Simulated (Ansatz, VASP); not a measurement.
## One calculation of Au3C, two programs

Contents of INCAR:

```
SYSTEM = Au3C
PREC = Accurate
ENCUT = 520
EDIFF = 1E-7
ISMEAR = 0
SIGMA = 0.1
LREAL = .False.
LASPH = .True.
NELM = 60
ALGO = Normal
ISIF = 2
LWAVE = .False.
LCHARG = .True.
LDIPOL = .True.
IDIPOL = 3
DIPOL = 0.5 0.5 0.353
GGA = PE
LELF = .True.
LVHAR = .True.
LVACPOTAV = .True.
NBANDS = 26
```

KPOINTS

```
regular mesh
0
Gamma
  9 9 1
  0 0 0
```

The input POSCAR:

```
Au3C
1.0
    2.9402049748      0.0000000000      0.0000000000
   -1.4701024874      2.5462922005      0.0000000000
    0.0000000000      0.0000000000     21.8974947720
Au C
3 1
Direct
    0.6666666667      0.3333333333      0.1826692981
    0.3333333333      0.6666666667      0.2945190844
    0.0000000000      0.0000000000      0.4063247812
    0.8888888889     -0.8888888889      0.5282565377
```

Input for Ansatz:

```yaml
crystal:
  lattice:
    - [2.9402049748, 0.0, 0.0]
    - [-1.4701024874, 2.5462922005, 0.0]
    - [0.0, 0.0, 21.897494772]
  atoms:
    - { symbol: Au, position: [0.6666666667, 0.3333333333, 0.1826692981] }
    - { symbol: Au, position: [0.3333333333, 0.6666666667, 0.2945190844] }
    - { symbol: Au, position: [0.0, 0.0, 0.4063247812] }
    - { symbol: C, position: [0.8888888889, -0.8888888889, 0.5282565377] }
basis:
  ecutwfc: 420
kpoints:
  mp_grid: { grid: [9, 9, 1] }
hamiltonian:
  xc: pbe
scf:
  occupations: { method: gaussian, width: 0.1 }
output:
  forces: true
  eigenvalues: true
efield:
  axis: 3
  dipole_correction: true
  ramp_width: 0.04
```

Alike in both runs: task single point; functional PBE; k mesh 9 × 9 × 1; occupations gaussian, width 0.1 eV; no spin polarisation.

```csv
,VASP,Ansatz
version,VASP 6.6.1,Ansatz 0.2.0
potentials or method,"VASP PAW PBE potentials, release 64 (Au, C), cutoff 520 eV","scalar-relativistic, plane waves, PAW"
valence electrons in the cell,37,61
```

```csv
,VASP,Ansatz,Ansatz less VASP
gap on the k mesh at the Fermi level (eV),none,none,-
rms of the force components (eV/Å),0.527,0.530,+0.0027
"work function, face that differs most (eV)",5.26,5.25,-0.005
```

Atom by atom the forces differ by 0.004 eV/Å (rms over components). A gap of «none» marks a metal or a gap that the smearing closes. VASP's potentials hold 37 valence electrons a cell and Ansatz's 61, so a difference there can come from the potentials and not from the codes.

Spin-orbit coupling is off throughout.
